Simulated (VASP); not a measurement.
# CaB15N15 (a cell with a defect) in VASP: relaxation of the atoms with PBE

Aim: the relaxation of the atoms of CaB15N15 (a cell with a defect) with PBE.

All numbers are computed with VASP 6.6.1; they aren't measurements. Logs are shortened: lines on timing, memory, paths and dates and some standing lists are left out, and cuts for length are marked.

**1. The cell of the first run**

The cell holds a defect, 31 atoms: a = 6.277 Å, b = 6.277 Å, c = 6.277 Å, α = 109.47°, β = 109.47°, γ = 109.47°.

**2. Relaxation of the atoms, PBE, collinear spin**

INCAR

```
SYSTEM = CaB15N15
  ALGO = Normal
  EDIFF = 1E-6
  EDIFFG = -0.03
  ENCUT = 520
  GGA = PE
  IBRION = 2
  ISIF = 2
  ISMEAR = 0
  ISPIN = 2
  LASPH = .True.
  LCHARG = .False.
  LORBIT = 11
  LREAL = Auto
  LWAVE = .False.
  MAGMOM = 0.02 0 0.01 0.2 0 0.01 0 0 0 0 0 0.02 0.01 0 0 0.08 0.01 0.01 0.01 0 0 0 0.01 0 0 0.01 0 0 0.01 0.01 0
  NELECT = 131.0
  NELM = 150
  NSW = 100
  NUPDOWN = 1.0
  PREC = Accurate
  SIGMA = 0.01
```

KPOINTS

```
Automatic mesh
0
Gamma
  1 1 1
  0.25 0.25 0.25
```

POSCAR

```
CaB15N15
1.0
   -3.6241103800      3.6241103800     -3.6241103800
    3.6241103800      3.6241103800      3.6241103800
    3.6241103800     -3.6241103800     -3.6241103800
B Ca N
15 1 15
Direct
    0.0000000000      0.0000000000      0.0000000000
    0.0000000000      0.2500000000      0.7500000000
    0.0000000000      0.5000000000      0.5000000000
    0.0000000000      0.7500000000      0.2500000000
    0.2500000000      0.0000000000      0.7500000000
    0.2500000000      0.5000000000      0.2500000000
    0.2500000000      0.7500000000      0.0000000000
    0.5000000000      0.0000000000      0.5000000000
    0.5000000000      0.2500000000      0.2500000000
    0.5000000000      0.5000000000      0.0000000000
    0.5000000000      0.7500000000      0.7500000000
    0.7500000000      0.0000000000      0.2500000000
    0.7500000000      0.2500000000      0.0000000000
    0.7500000000      0.5000000000      0.7500000000
    0.7500000000      0.7500000000      0.5000000000
    0.2500000000      0.2500000000      0.5000000000
    0.0000000000      0.2500000000      0.0000000000
    0.0000000000      0.5000000000      0.7500000000
    0.0000000000      0.7500000000      0.5000000000
    0.2500000000      0.0000000000      0.0000000000
    0.2500000000      0.2500000000      0.7500000000
    0.2500000000      0.5000000000      0.5000000000
    0.2500000000      0.7500000000      0.2500000000
    0.5000000000      0.0000000000      0.7500000000
    0.5000000000      0.2500000000      0.5000000000
    0.5000000000      0.5000000000      0.2500000000
    0.5000000000      0.7500000000      0.0000000000
    0.7500000000      0.0000000000      0.5000000000
    0.7500000000      0.2500000000      0.2500000000
    0.7500000000      0.5000000000      0.0000000000
    0.7500000000      0.7500000000      0.7500000000
```

Potentials or basis: VASP PAW PBE potentials, release 64 (B, Ca_sv, N).

Command:

```sh
cat potpaw_PBE.64/B/POTCAR potpaw_PBE.64/Ca_sv/POTCAR potpaw_PBE.64/N/POTCAR > POTCAR
mpirun -np 1 vasp_std > vasp.out
```

OUTCAR:

```text
SYSTEM = CaB15N15
   EDIFF = 1E-6
   EDIFFG = -0.03
   ENCUT = 520
   GGA = PE
   IBRION = 2
   ISIF = 2
   ISMEAR = 0
   ISPIN = 2
   LASPH = .True.
   LORBIT = 11
   LREAL = Auto
   NELECT = 131.0
   NELM = 150
   NSW = 100
   NUPDOWN = 1.0
   PREC = Accurate

 ion  position               nearest neighbor table
   1  0.000  0.000  0.000-  17 1.57  20 1.57  31 1.57  16 2.56
   2  0.000  0.250  0.750-  17 1.57  18 1.57  21 1.57  28 1.57  16 2.56
   3  0.000  0.500  0.500-  18 1.57  19 1.57  22 1.57  29 1.57  16 2.56
   4  0.000  0.750  0.250-  19 1.57  23 1.57  30 1.57  16 2.56
   5  0.250  0.000  0.750-  19 1.57  20 1.57  21 1.57  24 1.57  16 2.56
   6  0.250  0.500  0.250-  17 1.57  22 1.57  23 1.57  26 1.57  16 2.56
   7  0.250  0.750  0.000-  18 1.57  20 1.57  23 1.57  27 1.57
   8  0.500  0.000  0.500-  23 1.57  24 1.57  25 1.57  28 1.57  16 2.56
   9  0.500  0.250  0.250-  20 1.57  25 1.57  26 1.57  29 1.57  16 2.56
  10  0.500  0.500  0.000-  21 1.57  26 1.57  27 1.57  30 1.57  16 2.56
  11  0.500  0.750  0.750-  22 1.57  24 1.57  27 1.57  31 1.57  16 2.56
  12  0.750  0.000  0.250-  27 1.57  28 1.57  29 1.57  16 2.56
  13  0.750  0.250  0.000-  17 1.57  24 1.57  29 1.57  30 1.57
  14  0.750  0.500  0.750-  18 1.57  25 1.57  30 1.57  31 1.57  16 2.56
  15  0.750  0.750  0.500-  19 1.57  26 1.57  28 1.57  31 1.57
  16  0.250  0.250  0.500-  21 1.57  22 1.57  25 1.57   6 2.56   8 2.56   9 2.56  10 2.56  11 2.56
                            14 2.56   2 2.56   3 2.56   5 2.56   1 2.56   4 2.56  12 2.56
  17  0.000  0.250  0.000-   1 1.57   2 1.57   6 1.57  13 1.57
  18  0.000  0.500  0.750-   2 1.57   3 1.57   7 1.57  14 1.57
  19  0.000  0.750  0.500-   3 1.57   4 1.57   5 1.57  15 1.57
  20  0.250  0.000  0.000-   1 1.57   5 1.57   7 1.57   9 1.57
  21  0.250  0.250  0.750-   2 1.57   5 1.57  10 1.57  16 1.57
  22  0.250  0.500  0.500-   3 1.57   6 1.57  11 1.57  16 1.57
  23  0.250  0.750  0.250-   4 1.57   6 1.57   7 1.57   8 1.57
  24  0.500  0.000  0.750-   5 1.57   8 1.57  11 1.57  13 1.57
  25  0.500  0.250  0.500-   8 1.57   9 1.57  14 1.57  16 1.57
  26  0.500  0.500  0.250-   6 1.57   9 1.57  10 1.57  15 1.57
  27  0.500  0.750  0.000-   7 1.57  10 1.57  11 1.57  12 1.57
  28  0.750  0.000  0.500-   2 1.57   8 1.57  12 1.57  15 1.57
  29  0.750  0.250  0.250-   3 1.57   9 1.57  12 1.57  13 1.57
  30  0.750  0.500  0.000-   4 1.57  10 1.57  13 1.57  14 1.57
  31  0.750  0.750  0.750-   1 1.57  11 1.57  14 1.57  15 1.57

  LATTYP: Found a body centered cubic cell.
 ALAT       =     7.2482207600

  Lattice vectors:

 A1 = (  -3.6241103800,   3.6241103800,  -3.6241103800)
 A2 = (   3.6241103800,   3.6241103800,   3.6241103800)
 A3 = (   3.6241103800,  -3.6241103800,  -3.6241103800)

Analysis of symmetry for initial positions (statically):
=====================================================================
 Subroutine PRICEL returns:
 Original cell was already a primitive cell.

 Routine SETGRP: Setting up the symmetry group for a
 body centered cubic supercell.

 Subroutine GETGRP returns: Found  6 space group operations
 (whereof  2 operations were pure point group operations)
 out of a pool of 48 trial point group operations.

The static configuration has the point symmetry C_1h.
 The point group associated with its full space group is C_3v.

Analysis of symmetry for dynamics (positions and initial velocities):
=====================================================================
 Subroutine PRICEL returns:
 Original cell was already a primitive cell.

 Routine SETGRP: Setting up the symmetry group for a
 body centered cubic supercell.

 Subroutine GETGRP returns: Found  6 space group operations
 (whereof  2 operations were pure point group operations)
 out of a pool of 48 trial point group operations.

The dynamic configuration has the point symmetry C_1h.
 The point group associated with its full space group is C_3v.

Analysis of structural, dynamic, and magnetic symmetry:
[... 166 lines left out ...]
     AMIX_MAG =   1.60;   BMIX_MAG =  1.00
  volume/ion in A,a.u.               =       6.14        41.45
  Fermi-wavevector in a.u.,A,eV,Ry     =   1.445253  2.731132 28.419250  2.088756
  Thomas-Fermi vector in A             =   2.563456
   LORBIT       =     11    0 simple, 1 ext, 2 COOP (PROOUT), +10 PAW based schemes
   GGA     = PE    functional components
   LHFCALC =     F    Hartree Fock is set to
   AEXX    =    0.0000 exact exchange contribution
   IVDW    =     0    specifies the selected vdW correction
   LEPSILON=     F    determine dielectric tensor
   LRPA    =     F    only Hartree local field effects (RPA)
 conjugate gradient relaxation of ions
 spin polarized calculation
 Gauss-broadening in eV      SIGMA  =   0.01
  energy-cutoff  :      520.00
  volume of cell :      190.40
 maximum number of plane-waves:      5072
 NGX is ok and might be reduce to    48
   NGX = 23   NGY = 23   NGZ = 23

--------------------------------------- Ionic step        1  -------------------------------------------

 number of electron     131.0000035 magnetization       1.0000005

 Free energy of the ion-electron system (eV)
  ---------------------------------------------------
  ext. energy  EPLUGINS =         0.00000000
  ---------------------------------------------------
  free energy    TOTEN  =      -229.50875677 eV

  energy without entropy =     -229.50875426  energy(sigma->0) =     -229.50875552

------------------------ aborting loop because EDIFF is reached ----------------------------------------

  FORCE on cell =-STRESS in cart. coord.  units (eV):
  Direction    XX          YY          ZZ          XY          YZ          ZX
  --------------------------------------------------------------------------------------
  -------------------------------------------------------------------------------------
  Total       52.2594982     52.2594982     57.6899904     -8.3637957     14.0160650     14.0160606
  in kB      439.7558009    439.7558009    485.4525736    -70.3800800    117.9430747    117.9430375
  external PRESSURE =     454.9880585 kB  Pullay stress =       0.0000000 kB
[... 52 lines left out ...]
--------------------------------------- Ionic step        2  -------------------------------------------

 number of electron     131.0000013 magnetization       1.0000000

------------------------ aborting loop EDIFF was not reached (unconverged)  ----------------------------

  FORCE on cell =-STRESS in cart. coord.  units (eV):
  Direction    XX          YY          ZZ          XY          YZ          ZX
  --------------------------------------------------------------------------------------
  -------------------------------------------------------------------------------------
  Total       72.7170818     72.7170818     78.6014227      1.3349187      0.6487759      0.6487741
  in kB      611.9032831    611.9032831    661.4191247     11.2331399      5.4593518      5.4593365
  external PRESSURE =     628.4085636 kB  Pullay stress =       0.0000000 kB
[... 111 lines left out ...]
  FREE ENERGIE OF THE ION-ELECTRON SYSTEM (eV)
  ---------------------------------------------------
  free  energy   TOTEN  =      -242.3158592651 eV

  energy  without entropy=     -242.3158592651  energy(sigma->0) =     -242.31585927

[... ionic steps 4 to 22 ...]

--------------------------------------- Ionic step       23  -------------------------------------------

 number of electron     131.0000000 magnetization       1.0000000

------------------------ aborting loop because EDIFF is reached ----------------------------------------
[... 125 lines left out ...]
--------------------------------------- Ionic step       25  -------------------------------------------

 number of electron     131.0000000 magnetization       1.0000000

 Free energy of the ion-electron system (eV)
  ---------------------------------------------------
  ext. energy  EPLUGINS =         0.00000000
  ---------------------------------------------------
  free energy    TOTEN  =      -243.95522401 eV

  energy without entropy =     -243.95522401  energy(sigma->0) =     -243.95522401

 E-fermi :   8.3133     XC(G=0): -12.8238

 val. band max:       10.5374502122   @ k =   0.2500   0.2500   0.2500
 cond. band min:      11.7301731616   @ k =   0.2500   0.2500   0.2500
 fundamental gap:      1.1927229494
 Fermi energy:        10.6863136213

 spin component 1

 k-point     1 :       0.2500    0.2500    0.2500
  band No.  band energies     occupation
      1     -29.4193      1.00000
      2     -12.2228      1.00000
      3     -12.1264      1.00000
      4     -11.8278      1.00000
      5     -10.9603      1.00000
      6     -10.9179      1.00000
[... 69 lines left out ...]
     76      15.1091      0.00000
     77      15.2643      0.00000
 Fermi energy:         8.3133369150

 spin component 2

 k-point     1 :       0.2500    0.2500    0.2500
  band No.  band energies     occupation
      1     -29.3221      1.00000
      2     -12.2001      1.00000
      3     -12.0546      1.00000
      4     -11.7656      1.00000
      5     -10.9029      1.00000
      6     -10.8929      1.00000
[... 69 lines left out ...]
     76      15.1387      0.00000
     77      15.3491      0.00000
 [bands above 77 left out]

------------------------ aborting loop because EDIFF is reached ----------------------------------------

  FORCE on cell =-STRESS in cart. coord.  units (eV):
  Direction    XX          YY          ZZ          XY          YZ          ZX
  --------------------------------------------------------------------------------------
  -------------------------------------------------------------------------------------
  Total       34.0458448     34.0458448     46.7137291      5.3895636     -1.0182215     -1.0182209
  in kB      286.4906521    286.4906521    393.0889896     45.3523653     -8.5681803     -8.5681757
  external PRESSURE =     322.0234313 kB  Pullay stress =       0.0000000 kB
[... 46 lines left out ...]
  FREE ENERGIE OF THE ION-ELECTRON SYSTEM (eV)
  ---------------------------------------------------
  free  energy   TOTEN  =      -243.9552240130 eV

  energy  without entropy=     -243.9552240130  energy(sigma->0) =     -243.95522401

 reached required accuracy - stopping structural energy minimisation

 total charge

# of ion       s       p       d       tot
------------------------------------------
    1        0.681   1.320   0.000   2.001
    2        0.685   1.403   0.000   2.088
    3        0.680   1.390   0.000   2.070
    4        0.683   1.414   0.000   2.098
    5        0.675   1.364   0.000   2.039
    6        0.680   1.390   0.000   2.070
[... 23 lines left out ...]
   30        1.214   2.793   0.000   4.007
   31        1.215   2.790   0.000   4.005
--------------------------------------------------
tot         30.635  68.709   0.749 100.092

 magnetization (x)

# of ion       s       p       d       tot
------------------------------------------
    1        0.005   0.023   0.000   0.027
    2        0.000   0.004   0.000   0.004
    3        0.001   0.007   0.000   0.009
    4        0.046   0.304   0.000   0.350
    5       -0.000   0.003   0.000   0.003
    6        0.001   0.007   0.000   0.009
[... 23 lines left out ...]
   30       -0.000   0.005   0.000   0.005
   31       -0.000  -0.001   0.000  -0.001
--------------------------------------------------
tot          0.082   0.485   0.104   0.670
```

Wall time 58 min (1 thread of AMD EPYC 7R43 (Zen 3), shared host); peak memory 0.39 GiB.

What came out:

| Quantity | Value |
| --- | --- |
| Free energy | -243.9552 eV |
| Largest force after relaxing | 0.020 eV/Å |
| Net moment | 1.00 μB per cell |
| Site moments | B +0.03, +0.00, +0.01, +0.35 (each value once); Ca +0.12; N +0.01, -0.00, +0.00 (each value once) μB |
| Valence electrons inside the program's atomic spheres | B 2.00, 2.09, 2.07, 2.10, 2.04, 2.13, 2.16 (each value once); Ca 8.83; N 4.00, 3.98, 3.94, 4.11, 4.08, 3.96, 4.01 (each value once) |

Forces in eV/Å, atoms in the order of the input:
```
B    0.008 -0.014  0.002
B   -0.001  0.004  0.003
B   -0.002 -0.005 -0.007
B   -0.007 -0.007  0.010
B   -0.003  0.003  0.001
B   -0.005 -0.002 -0.007
B    0.003  0.002  0.000
B    0.003 -0.003  0.001
B    0.004 -0.001  0.003
B   -0.001  0.000 -0.001
B    0.000  0.000 -0.002
B   -0.014  0.008  0.002
B    0.005  0.005 -0.006
B    0.000 -0.001 -0.001
B    0.002  0.003  0.000
Ca   0.014  0.014  0.000
N    0.005  0.000  0.002
N    0.007 -0.003 -0.006
N    0.002  0.000  0.000
N   -0.001 -0.003  0.002
N   -0.001 -0.012  0.001
N   -0.003 -0.003  0.015
N    0.000  0.002  0.000
N    0.004  0.004 -0.008
N   -0.012 -0.001  0.001
N   -0.003  0.007 -0.006
N    0.002 -0.003  0.001
N   -0.003 -0.001  0.002
N    0.000  0.005  0.002
N    0.000  0.000 -0.004
N   -0.003  0.002  0.001
```

Final structure:
```xyz
31
Lattice="-3.6241 3.6241 -3.6241 3.6241 3.6241 3.6241 3.6241 -3.6241 -3.6241" Properties=species:S:1:pos:R:3 pbc="T T T"
B     3.6512    3.5579   -3.4797
B     3.6592   -1.7925   -1.8589
B     3.6405    0.0442   -0.0076
B    -0.1262    5.3100   -1.8896
B     1.9008   -1.8357   -3.6630
B     1.8562    1.8285   -0.0076
B     1.8316    3.6244    1.8110
B    -0.0237    0.0887   -3.6630
B     0.0195    1.8471   -1.8589
B     0.0338    3.6111   -0.0189
B     3.6204    1.8083   -1.7625
B     1.7459    5.4632    0.1444
B     1.8211    0.0091   -5.4096
B     1.7991    1.8458   -3.6430
B     1.8124    3.6436   -1.8132
Ca    1.4497   -0.3623   -1.6487
N    -2.6766    4.5147   -2.6853
N     4.5470   -0.8617   -0.9421
N     4.5636    0.9012    0.9010
N    -0.8332    0.8372   -0.9353
N     2.9122   -1.0388   -2.9001
N     2.8319    1.0199   -0.7927
N     2.7132    2.7515    0.9010
N     0.9325   -0.8796   -4.5238
N     0.7733    1.1001   -2.9001
N     0.9504    2.7350   -0.9421
N     4.5268    0.9017   -2.6777
N    -0.9749    0.9788   -4.5594
N    -0.9214    2.7596   -2.6853
N     2.7057    0.8937   -4.5155
N     2.7138    2.7147   -2.6777
```

Caveat: the k points lie up to 1.23 Å⁻¹ apart, too coarse for converged energies, forces and pressures; the cell carries a net charge on a neutralising background, which shifts energy and pressure; the cell is charged against a uniform background, so pressure and absolute levels hang on convention; the total moment is fixed, so each spin has its own Fermi level and the state may be an excited one.
